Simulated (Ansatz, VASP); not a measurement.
## BP: VASP beside Ansatz

```
B P
1.0
     0.00000    2.26832    2.26832
     2.26832    0.00000    2.26832
     2.26832    2.26832    0.00000
B P
1 1
Direct
  0.00000 0.00000 0.00000
  0.25000 0.25000 0.25000
```

Alike in both runs: task single point; functional PBEsol; k mesh 6 × 6 × 6; occupations gaussian, width 0.2 eV; no spin polarisation.

|  | VASP | Ansatz |
| --- | --- | --- |
| version | VASP 6.6.1 | Ansatz 0.2.0 |
| potentials or method | VASP PAW PBE potentials, release 64 (B, P) | plane waves |
| plane-wave cutoff (eV) | 520 | 420 |
| valence electrons in the cell | 8 | 8 |

VASP gave:

| Property | Result |
| --- | --- |
| pressure (GPa) | -1.6 |

**Question.** Which values does Ansatz return?

**Answer.** Pressure (GPa): -1.7.

VASP's potentials were made for PBE, not for PBEsol.
